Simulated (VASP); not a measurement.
Write the native input for VASP 6.6.1 that does the following.

```
Task                   : single point
Functional             : PBEsol
Potentials or basis    : VASP PAW PBE potentials, release 64 (Cd, S)
Cutoff                 : 520 eV
k mesh                 : 6 × 6 × 2
Occupations            : fermi-dirac, width 0.02 eV
Spin                   : no spin polarisation
Dipole correction      : no
Further INCAR settings : ALGO = Normal; EDIFF = 1e-06; NBANDS = 46
```

The structure of CdS lies in POSCAR:

```
CdS
1.0
    4.1225085631      0.0000000000      0.0000000000
   -2.0612542816      3.5701971430      0.0000000000
    0.0000000000      0.0000000000     13.4361438148
Cd S
4 4
Direct
    0.0000000000      0.0000000000     -0.0002924270
    0.3333333333      0.6666666667      0.2498933226
    0.0000000000      0.0000000000      0.4997075730
    0.6666666667      0.3333333333      0.7498933226
    0.0000000000      0.0000000000      0.1876017999
    0.3333333333      0.6666666667      0.4377973046
    0.0000000000      0.0000000000      0.6876017999
    0.6666666667      0.3333333333      0.9377973046
```

These files were run (other wordings do the same):

INCAR

```
PREC     = Accurate       # precision mode
ENCUT    = 520            # plane-wave cutoff, eV
EDIFF    = 1E-6           # SCF threshold, eV
ISMEAR   = -1             # smearing method
SIGMA    = 0.02           # smearing width, eV
LREAL    = False          # projectors in reciprocal space
LASPH    = True           # aspherical terms in the spheres
NELM     = 80             # most SCF steps
ALGO     = Normal         # electronic algorithm
ISIF     = 2              # what is computed and relaxed
LWAVE    = False          # write WAVECAR
LCHARG   = False          # write CHGCAR
GGA      = PS             # functional
NBANDS   = 46             # bands
```

KPOINTS

```
regular mesh
0
Gamma
  6 6 2
```

Potentials or basis: VASP PAW PBE potentials, release 64 (Cd, S).

Run with:

```sh
$ cat potpaw_PBE.64/Cd/POTCAR potpaw_PBE.64/S/POTCAR > POTCAR
$ mpirun -np 1 vasp_std > vasp.out
```

It gave:

| Property | Result |
| --- | --- |
| Pressure | 0.4 GPa |
| Band gap on the k mesh | 1.05 eV, direct |

Caveat: the PAW data sets were made with another functional, which shifts forces and pressure a little.

It took 2.7 min on 1 thread of Intel(R) Xeon(R) Platinum 8259CL CPU @ 2.50GHz (Skylake/Cascade Lake) (shared host), peak memory 0.34 GiB.
